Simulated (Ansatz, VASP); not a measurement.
## LiGeH3 in VASP and in Ansatz

Contents of INCAR:

```
SYSTEM = LiGeH3
PREC = Accurate ; ENCUT = 520
EDIFF = 1E-7 ; ISMEAR = 0
SIGMA = 0.1 ; LREAL = .False.
LASPH = .True. ; NELM = 60
ALGO = Normal ; ISIF = 2
LWAVE = .False. ; LCHARG = .False.
GGA = PE ; NBANDS = 31
```

Contents of KPOINTS:

```
Automatic mesh
0
Gamma
  4 4 4
  0 0 0
```

Contents of POSCAR:

```
LiGeH3
1.0
    5.6802652100      0.0000000000      0.0000000000
    0.0000000000      5.6802652100      0.0000000000
    0.0000000000      0.0000000000      4.0165540500
Li Ge H
2 2 6
Direct
    0.0000000000      0.5000000000      0.5000000000
    0.5000000000      0.0000000000      0.5000000000
    0.5000000000      0.5000000000      0.0000000000
    0.0000000000      0.0000000000      0.0000000000
    0.7682579800      0.2682579800      0.0000000000
    0.7317420200      0.7682579800      0.0000000000
    0.5000000000      0.5000000000      0.5000000000
    0.2317420200      0.7317420200      0.0000000000
    0.2682579800      0.2317420200      0.0000000000
    0.0000000000      0.0000000000      0.5000000000
```

Input for Ansatz:

```yaml
crystal:
  lattice:
    - [5.68026521, 0.0, 0.0]
    - [0.0, 5.68026521, 0.0]
    - [0.0, 0.0, 4.01655405]
  atoms:
    - { symbol: Li, position: [0.0, 0.5, 0.5] }
    - { symbol: Li, position: [0.5, 0.0, 0.5] }
    - { symbol: Ge, position: [0.5, 0.5, 0.0] }
    - { symbol: Ge, position: [0.0, 0.0, 0.0] }
    - { symbol: H, position: [0.76825798, 0.26825798, 0.0] }
    - { symbol: H, position: [0.73174202, 0.76825798, 0.0] }
    - { symbol: H, position: [0.5, 0.5, 0.5] }
    - { symbol: H, position: [0.23174202, 0.73174202, 0.0] }
    - { symbol: H, position: [0.26825798, 0.23174202, 0.0] }
    - { symbol: H, position: [0.0, 0.0, 0.5] }
basis:
  ecutwfc: 420
kpoints:
  mp_grid: { grid: [4, 4, 4] }
hamiltonian:
  xc: pbe
scf:
  occupations: { method: gaussian, width: 0.1 }
  lower_state_search: "off"
output:
  forces: true
  stress: true
  eigenvalues: true
```

Alike in both runs: task single point; functional PBE; k mesh 4 × 4 × 4; occupations gaussian, width 0.1 eV; no spin polarisation.

|  | VASP | Ansatz |
| --- | --- | --- |
| version | VASP 6.6.1 | Ansatz 0.2.0 |
| potentials or method | VASP PAW PBE potentials, release 64 (Li_sv, Ge_d, H), cutoff 520 eV | scalar-relativistic, plane waves, PAW |
| valence electrons in the cell | 40 | 40 |

```tsv
	VASP	Ansatz	Ansatz less VASP
gap on the k mesh at the Fermi level (eV)	none	none	-
rms of the force components (eV/Å)	0.020	0.020	+0.0002
```

Atom by atom the forces differ by 0.000 eV/Å (rms over components). A gap of «none» marks a metal or a gap that the smearing closes. The functional is the same, so the differences come from potentials, cutoffs and numerics.

The k mesh is coarse, so the values compare programs but aren't converged. Noted on VASP's run: the cutoff is short for stress, so the pressure is rough.
